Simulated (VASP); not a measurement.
# PbS (Galena) (Fm-3m) in VASP: further runs, part 2 of 2

VASP 6.6.1. Earlier steps stand in the parts before.

## 4. Relaxation of cell and atoms, PBE+D4

This run uses another cell than the first one, of 26.12 Å³/atom, 0.997 times its volume.

File INCAR:

```
PREC = Accurate
ENCUT = 500
EDIFF = 1E-7
ISMEAR = -1
SIGMA = 0.02
LREAL = F
LASPH = T
NELM = 120
ALGO = Normal
ISIF = 3
LWAVE = F
LCHARG = F
GGA = PE
IVDW = 13
IBRION = 2
NSW = 80
EDIFFG = -0.005
GGA_COMPAT = F
NELMIN = 4
```

File KPOINTS:

```
Automatic mesh
0
Gamma
  6 6 6
```

File POSCAR:

```
PbS
1.0
    0.0000000000      2.9671236703      2.9671236703
    2.9671236703      0.0000000000      2.9671236703
    2.9671236703      2.9671236703      0.0000000000
Pb S
1 1
Direct
    0.0000000000      0.0000000000      0.0000000000
    0.5000000000      0.5000000000      0.5000000000
```

Potentials or basis: VASP PAW PBE potentials, release 64 (Pb_d, S).

Run with:

```sh
> cat potpaw_PBE.64/Pb_d/POTCAR potpaw_PBE.64/S/POTCAR > POTCAR
> mpirun -np 1 vasp_std > vasp.out
```

OUTCAR:

```text
PREC = Accurate
   ENCUT = 500
   EDIFF = 1E-7
   ISMEAR = -1
   LREAL = F
   LASPH = T
   NELM = 120
   ISIF = 3
   GGA = PE
   IVDW = 13
   IBRION = 2
   NSW = 80
   EDIFFG = -0.005
   NELMIN = 4

 ion  position               nearest neighbor table
   1  0.000  0.000  0.000-   2 2.97   2 2.97   2 2.97   2 2.97   2 2.97   2 2.97
   2  0.500  0.500  0.500-   1 2.97   1 2.97   1 2.97   1 2.97   1 2.97   1 2.97

  LATTYP: Found a face centered cubic cell.
 ALAT       =     5.9342473406

  Lattice vectors:

 A1 = (   0.0000000000,   2.9671236703,   2.9671236703)
 A2 = (   2.9671236703,   0.0000000000,   2.9671236703)
 A3 = (   2.9671236703,   2.9671236703,   0.0000000000)

Analysis of symmetry for initial positions (statically):
=====================================================================
 Subroutine PRICEL returns:
 Original cell was already a primitive cell.

 Routine SETGRP: Setting up the symmetry group for a
 face centered cubic supercell.

 Subroutine GETGRP returns: Found 48 space group operations
 (whereof 48 operations were pure point group operations)
 out of a pool of 48 trial point group operations.

The static configuration has the point symmetry O_h .

Analysis of symmetry for dynamics (positions and initial velocities):
=====================================================================
 Subroutine PRICEL returns:
 Original cell was already a primitive cell.

 Routine SETGRP: Setting up the symmetry group for a
 face centered cubic supercell.

 Subroutine GETGRP returns: Found 48 space group operations
 (whereof 48 operations were pure point group operations)
 out of a pool of 48 trial point group operations.

The dynamic configuration has the point symmetry O_h .

 Subroutine INISYM returns: Found 48 space group operations
 (whereof 48 operations are pure point group operations),
 and found     1 'primitive' translations

----------------------------------------------------------------------------------------

                                     Primitive cell

  volume of cell :      52.2441

  direct lattice vectors                    reciprocal lattice vectors
[... 113 lines left out ...]
 maximum number of plane-waves:      1363
 NGX is ok and might be reduce to    32
   NGX = 15   NGY = 15   NGZ = 15

 number of electron      19.9999998 magnetization

 Free energy of the ion-electron system (eV)
  ---------------------------------------------------
  ext. energy  EPLUGINS =         0.00000000
  ---------------------------------------------------
  free energy    TOTEN  =        -8.75852453 eV

  energy without entropy =       -8.75852308  energy(sigma->0) =       -8.75852381

 E-fermi :   5.9862     XC(G=0):  -9.6767

 val. band max:        5.8009912849   @ k =   0.5000   0.0000   0.0000
 cond. band min:       6.1714073449   @ k =   0.5000   0.0000   0.0000
 fundamental gap:      0.3704160600
 Fermi energy:         5.9861992862

 k-point     1 :       0.0000    0.0000    0.0000
  band No.  band energies     occupation
      1     -11.0171      2.00000
      2     -11.0171      2.00000
      3     -11.0171      2.00000
      4     -11.0007      2.00000
      5     -11.0007      2.00000
      6      -7.7831      2.00000
      7      -0.2355      2.00000
      8       3.6352      2.00000
      9       3.6352      2.00000
     10       3.6352      2.00000
     11      11.0130      0.00000
     12      11.0130      0.00000
     13      11.0130      0.00000
     14      12.5373      0.00000
[... 241 lines left out ...]
      1     -11.1229      2.00000
      2     -11.0218      2.00000
      3     -10.9915      2.00000
      4     -10.9788      2.00000
      5     -10.9564      2.00000
      6      -6.0879      2.00000
      7      -1.9826      2.00000
      8       0.9830      2.00000
      9       1.8410      2.00000
     10       4.0020      2.00000
     11       8.9677      0.00000
     12      10.0636      0.00000
     13      10.9014      0.00000
     14      12.6777      0.00000

------------------------ aborting loop because EDIFF is reached ----------------------------------------

  DFT-D4 for vdW energy calculation

  Edisp (eV):   -0.75597

  FORCE on cell =-STRESS in cart. coord.  units (eV):
  Direction    XX          YY          ZZ          XY          YZ          ZX
  --------------------------------------------------------------------------------------
  -------------------------------------------------------------------------------------
  Total      -0.00984    -0.00984    -0.00984    -0.00000    -0.00000     0.00000
  in kB      -0.30165    -0.30165    -0.30165    -0.00000    -0.00000     0.00000
  external pressure =       -0.30 kB  Pullay stress =        0.00 kB

 VOLUME and BASIS-vectors are now :
 -----------------------------------------------------------------------------
  energy-cutoff  :      500.00
  volume of cell :       52.24
      direct lattice vectors                 reciprocal lattice vectors
     0.000000000  2.967123670  2.967123670    -0.168513367  0.168513367  0.168513367
     2.967123670  0.000000000  2.967123670     0.168513367 -0.168513367  0.168513367
     2.967123670  2.967123670  0.000000000     0.168513367  0.168513367 -0.168513367

 POSITION                                       TOTAL-FORCE (eV/Angst)
 -----------------------------------------------------------------------------------
      0.00000      0.00000      0.00000        -0.000000      0.000000      0.000000
      2.96712      2.96712      2.96712         0.000000     -0.000000     -0.000000
 -----------------------------------------------------------------------------------
    total drift:                                0.000000     -0.000000     -0.000000

  FREE ENERGIE OF THE ION-ELECTRON SYSTEM (eV)
  ---------------------------------------------------
  free  energy   TOTEN  =        -9.5144948293 eV

  energy  without entropy=       -9.5144933836  energy(sigma->0) =       -9.51449411

 reached required accuracy - stopping structural energy minimisation
```

OSZICAR:

```text
N       E                     dE             d eps       ncg     rms          rms(c)
DAV:   1     0.167390174999E+03    0.16739E+03   -0.97180E+03   448   0.146E+03
DAV:   2     0.308075271344E+01   -0.16431E+03   -0.15951E+03   502   0.370E+02
DAV:   3    -0.892690850020E+01   -0.12008E+02   -0.11852E+02   574   0.103E+02
DAV:   4    -0.922795624202E+01   -0.30105E+00   -0.30094E+00   512   0.195E+01
DAV:   5    -0.924058262753E+01   -0.12626E-01   -0.12626E-01   640   0.383E+00    0.464E+00
DAV:   6    -0.875392156518E+01    0.48666E+00   -0.14972E+00   676   0.964E+00    0.326E+00
DAV:   7    -0.875513077907E+01   -0.12092E-02   -0.15435E-01   474   0.226E+00    0.188E+00
DAV:   8    -0.875881344019E+01   -0.36827E-02   -0.16658E-02   520   0.163E+00    0.280E-01
DAV:   9    -0.875833169186E+01    0.48175E-03   -0.35327E-03   688   0.611E-01    0.830E-02
DAV:  10    -0.875851533674E+01   -0.18364E-03   -0.36819E-04   484   0.128E-01    0.479E-02
DAV:  11    -0.875852353796E+01   -0.82012E-05   -0.64846E-05   550   0.975E-02    0.119E-02
DAV:  12    -0.875852444795E+01   -0.91000E-06   -0.42101E-06   556   0.232E-02    0.250E-03
DAV:  13    -0.875852452885E+01   -0.80898E-07   -0.12980E-07   386   0.443E-03
   1 F= -.95144948E+01 E0= -.95144941E+01  d E =-.951449E+01
```

Wall time 19 s (1 thread of Intel Xeon 8259CL, shared host); peak memory 0.17 GiB.

Results:

| Item | Value |
| --- | --- |
| Free energy | -9.5145 eV |
| Pressure after relaxing | 0.0 GPa |
| Band gap on the k mesh | 0.37 eV, direct |
| Dispersion energy per atom | -0.378 eV |

Final structure:
```
Pb S
1.0
     0.00000    2.96712    2.96712
     2.96712    0.00000    2.96712
     2.96712    2.96712    0.00000
Pb S
1 1
Direct
  0.00000 0.00000 0.00000
  0.50000 0.50000 0.50000
```

Levels at points of the mesh, in eV from the valence-band top:
```
           k point  band 6  band 7  band 8  band 9  band 10  band 11  band 12  band 13  band 14
(0.00, 0.00, 0.00)  -13.58   -6.04   -2.17   -2.17    -2.17     5.21     5.21     5.21     6.74
(0.50, 0.00, 0.00)  -12.35   -8.84   -1.78   -1.78     0.00     0.37     1.97     1.97     8.66
(0.50, 0.50, 0.00)  -11.92   -7.20   -5.18   -3.43    -3.43     3.87     5.57     5.68     5.68
```

Caveat: the relaxation stopped at its first step, so nothing moved; spin-orbit coupling is left out, which moves the levels of the heavy elements. A k mesh can miss the band edges.

## 5. The runs side by side

```tsv
task	level	cell	k mesh	smearing	gap on the mesh (eV)	pressure (GPa)
single point	PBE	a = 4.201 Å, angles 60.0°, 2 atoms	4 × 4 × 4	gaussian 0.01 eV	0.38	1.9
single point	PBE+D4	a = 4.196 Å, angles 60.0°, 2 atoms	6 × 6 × 6	fermi-dirac 0.02 eV	0.37	0.0
relaxation of cell and atoms	PBE+D4	relaxed from a = 4.196 Å, angles 60.0°, 2 atoms	6 × 6 × 6	fermi-dirac 0.02 eV	0.37	0.0
```

Alike in all rows: potentials or basis VASP PAW PBE potentials, release 64 (Pb_d, S); no spin polarisation; cutoff (eV) 500.

Caveats: some runs use coarse meshes; spin-orbit coupling is left out, which moves the levels of the heavy elements; the relaxation stopped at its first step, so nothing moved (some runs).

Absolute energies hang on the potentials; compare differences alone.
